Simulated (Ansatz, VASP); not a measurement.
## Two plane-wave programs on Cu3Te

Contents of POSCAR:

```
Cu3Te
1.0
    4.0255952400      0.0000000000      0.0000000000
    0.0000000000      4.0255952400      0.0000000000
    0.0000000000      0.0000000000      3.9466620000
Cu Te
3 1
Direct
    0.0000000000      0.5000000000      0.5000000000
    0.5000000000      0.0000000000      0.5000000000
    0.5000000000      0.5000000000      0.0000000000
    0.0000000000      0.0000000000      0.0000000000
```

INCAR.step1

```
SYSTEM = Cu3Te
PREC = Accurate
ENCUT = 520
ISMEAR = -1
SIGMA = 0.1
LREAL = .FALSE.
LASPH = .TRUE.
NELM = 60
NBANDS = 28
GGA = PE
ALGO = Normal
EDIFF = 1E-4
LWAVE = .TRUE.
LCHARG = .FALSE.
```

The input INCAR.step2:

```
SYSTEM = Cu3Te
PREC = Accurate
ENCUT = 520
EDIFF = 1E-7
ISMEAR = -1
SIGMA = 0.1
LREAL = .FALSE.
LASPH = .TRUE.
NELM = 60
ALGO = Normal
ISIF = 2
LWAVE = .FALSE.
LCHARG = .TRUE.
METAGGA = R2SCAN
LMIXTAU = .TRUE.
LELF = .TRUE.
LVHAR = .TRUE.
NBANDS = 28
ISTART = 1
```

The input KPOINTS:

```
regular mesh
0
G
  6 6 6
  0 0 0
```

Input for Ansatz:

```yaml
crystal:
  lattice:
    - [4.02559524, 0.0, 0.0]
    - [0.0, 4.02559524, 0.0]
    - [0.0, 0.0, 3.946662]
  atoms:
    - { symbol: Cu, position: [0.0, 0.5, 0.5] }
    - { symbol: Cu, position: [0.5, 0.0, 0.5] }
    - { symbol: Cu, position: [0.5, 0.5, 0.0] }
    - { symbol: Te, position: [0.0, 0.0, 0.0] }
basis:
  ecutwfc: 520.0
kpoints:
  mp_grid:
    grid: [6, 6, 6]
hamiltonian:
  xc: r2scan
scf:
  occupations:
    method: fermi_dirac
output:
  stress: true
```

Alike in both runs: task single point; functional r2SCAN; k mesh 6 × 6 × 6; no spin polarisation.

```csv
,VASP,Ansatz
version,VASP 6.6.1,Ansatz 0.2.0
potentials or method,"VASP PAW PBE potentials, release 64 (Cu, Te), cutoff 520 eV","plane waves, PAW"
occupations,"fermi-dirac, width 0.1 eV",fermi-dirac
valence electrons in the cell,39,73
```

```csv
,VASP,Ansatz,Ansatz less VASP
pressure (GPa),-5.5,-5.8,-0.25
"traceless stress, the component that is largest in VASP (GPa)",1.08,1.01,-0.065
```

VASP's potentials were made for PBE, not for r2SCAN. VASP's potentials hold 39 valence electrons a cell and Ansatz's 73, so a difference there can come from the potentials and not from the codes.

Spin-orbit coupling is off throughout.
